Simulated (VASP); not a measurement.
A run of VASP 6.6.1 is set up as follows.

The input INCAR:

```
PREC = Accurate
ENCUT = 520
EDIFF = 1E-7
ISMEAR = 0
SIGMA = 0.15
LREAL = False
LASPH = True
NELM = 60
ALGO = Normal
ISIF = 2
LWAVE = False
LCHARG = False
GGA = PS
NBANDS = 12
```

File KPOINTS:

```
Automatic mesh
0
Gamma
  22 22 22
```

POSCAR

```
Cr
1.0
    0.0000000000      1.8584000000      1.8400000000
    1.8584000000      0.0000000000      1.8400000000
    1.8584000000      1.8584000000      0.0000000000
Cr
1
Direct
    0.0000000000      0.0000000000      0.0000000000
```

Potentials or basis: VASP PAW PBE potentials, release 64 (Cr_pv).

Launch:

```bash
$ cat potpaw_PBE.64/Cr_pv/POTCAR > POTCAR
$ mpirun -np 1 vasp_std > vasp.out
```

Task: What does it give for the band gap on the k mesh?

Result: Zero (bands 6 and 7 overlap by 2.62 eV).

Task: What does it give for the pressure?

Result: -22.0 GPa.

Stress tensor (GPa, compression positive):
```
-21.04   0.00   0.00
  0.00 -21.04   0.00
  0.00   0.00 -23.83
```

Caveat: the cell differs from its parent crystal (strain +0.0100 x Voigt [1, 1, 0, 0, 0, 0]); the cell stands under tension; the PAW data sets were made with another functional, which shifts forces and pressure a little; the run has no spin polarisation, though such a crystal can be magnetic. Spin polarisation is off, so any magnetic state and its effect on volume and gap are missing.
